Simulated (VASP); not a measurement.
BaTiO3:

```
Ba Ti O
1.0
     3.98611    0.00000    0.00000
     0.00000    3.98611    0.00000
     0.00000    0.00000    4.19804
Ba Ti O
1 1 3
Direct
  0.00000 0.00000 0.98956
  0.50000 0.50000 0.47227
  0.50000 0.50000 0.04051
  0.50000 0.00000 0.52033
  0.00000 0.50000 0.52033
```

```yaml
Program: VASP 6.6.1
Task: relaxation of cell and atoms
Functional: r2SCAN
Potentials_or_basis: VASP PAW PBE potentials, release 64 (Ba_sv, Ti_sv, O)
Cutoff: 600 eV
k_mesh: 6 × 6 × 6
Occupations: fermi-dirac, width 0.02 eV
Spin: no spin polarisation
```

At the start: pressure -1.5 GPa; volume 13.34 Å³/atom.

Question: Where does the relaxation end?

Answer: Over 14 steps the energy falls by 2.1 meV/atom and the volume is 13.08 Å³/atom (-2.0 %); space group P4mm (No. 99, to 0.1 Å) before and after.

The path:
| step | energy change (eV) | largest force (eV/Å) | pressure (GPa) | volume (Å³) |
| --- | --- | --- | --- | --- |
| 1 | 0.0000 | 0.1086 | -1.53 | 66.70 |
| 2 | -0.0023 | 0.2272 | 1.41 | 65.48 |
| 3 | -0.0041 | 0.1592 | 0.22 | 65.96 |
| 4 | -0.0059 | 0.0863 | 0.09 | 65.84 |
| 5 | -0.0062 | 0.0899 | 0.02 | 65.77 |
| 6 | -0.0077 | 0.0750 | 0.00 | 65.71 |
| 7 | -0.0101 | 0.0407 | -0.04 | 65.56 |
| 8 | -0.0076 | 0.1277 | 0.04 | 65.24 |
| 9 | -0.0105 | 0.0556 | -0.03 | 65.48 |
| 10 | -0.0105 | 0.0576 | -0.03 | 65.47 |
| 11 | -0.0106 | 0.0225 | -0.04 | 65.44 |
| 12 | -0.0107 | 0.0078 | -0.04 | 65.41 |
| 13 | -0.0107 | 0.0056 | -0.02 | 65.42 |
| 14 | -0.0107 | 0.0042 | 0.01 | 65.40 |

Final structure:
```yaml
crystal:
  lattice:
    - [3.98711, 0.00000, 0.00000]
    - [0.00000, 3.98711, 0.00000]
    - [0.00000, 0.00000, 4.11384]
  atoms:
    - { symbol: Ba, position: [0.00000, 0.00000, 0.99744] }
    - { symbol: Ti, position: [0.50000, 0.50000, 0.47932] }
    - { symbol: O, position: [0.50000, 0.50000, 0.03304] }
    - { symbol: O, position: [0.50000, 0.00000, 0.51660] }
    - { symbol: O, position: [0.00000, 0.50000, 0.51660] }
```

Caveat: the PAW data sets were made with another functional, which shifts forces and pressure a little.
